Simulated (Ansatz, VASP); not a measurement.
This is a calculation of PtS2 for Ansatz 0.2.0.

Contents of input.yaml:

```yaml
crystal:
  lattice:
    - [3.5432, 0.0, 0.0]
    - [-1.7716, 3.0685012107, 0.0]
    - [0.0, 0.0, 5.0388]
  atoms:
    - { symbol: Pt, position: [-0.000574, -0.00651, 0.010049] }
    - { symbol: S, position: [0.667183, 0.331074, 0.771687] }
    - { symbol: S, position: [0.335064, 0.671482, 0.234354] }
kpoints:
  mp_grid: { grid: [9, 9, 5] }
scf:
  occupations: { method: fermi_dirac, width: 0.05 }
hamiltonian:
  xc: pbe
  pseudopotentials: { kind: all_electron, lapw: { basis_error: 0.001 } }
output:
  forces: true
  stress: true
  eigenvalues: true
  populations: true
```

Potentials or basis: all-electron LAPW, scalar-relativistic.

Command:

```sh
$ ansatz run input.yaml --threads 2 --pin off --max-ram 6144MiB --backend cpu --events-out ev --progress --plain --runs-dir out
```

Question: Translate it to VASP 6.6.1. Potentials there: VASP PAW PBE potentials, release 64 (Pt, S).

Answer: As run (the cutoff follows the program's own potentials):

Contents of INCAR:

```
SYSTEM = PtS2
  ALGO = Normal
  EDIFF = 1E-6
  ENCUT = 520
  GGA = PE
  ISIF = 2
  ISMEAR = -1
  LASPH = .True.
  LCHARG = .False.
  LREAL = .False.
  LWAVE = .False.
  NBANDS = 18
  NELM = 60
  PREC = Accurate
  SIGMA = 0.05
```

KPOINTS

```
k-points
0
Gamma
  9 9 5
  0 0 0
```

File POSCAR:

```
PtS2
1.0
    3.5432000000      0.0000000000      0.0000000000
   -1.7716000000      3.0685012107      0.0000000000
    0.0000000000      0.0000000000      5.0388000000
Pt S
1 2
Direct
   -0.0005740000     -0.0065100000      0.0100490000
    0.6671830000      0.3310740000      0.7716870000
    0.3350640000      0.6714820000      0.2343540000
```

Potentials or basis: VASP PAW PBE potentials, release 64 (Pt, S).

Run with:

```console
$ cat potpaw_PBE.64/Pt/POTCAR potpaw_PBE.64/S/POTCAR > POTCAR
$ mpirun -np 1 vasp_std > vasp.out
```

Both were run:

|  | VASP | Ansatz | Ansatz less VASP |
| --- | --- | --- | --- |
| gap on the k mesh at the Fermi level (eV) | 0.90 | 0.90 | -0.003 |
| least direct gap on the mesh (eV) | 1.04 | 1.03 | -0.004 |
| pressure (GPa) | 9.3 | 9.8 | +0.52 |
| traceless stress, the component that is largest in VASP (GPa) | 1.08 | 1.18 | +0.094 |
| rms of the force components (eV/Å) | 0.569 | 0.585 | +0.0157 |

Atom by atom the forces differ by 0.020 eV/Å (rms over components). Ansatz ran all-electron here, and VASP with PAW potentials.

Spin-orbit coupling is off throughout.
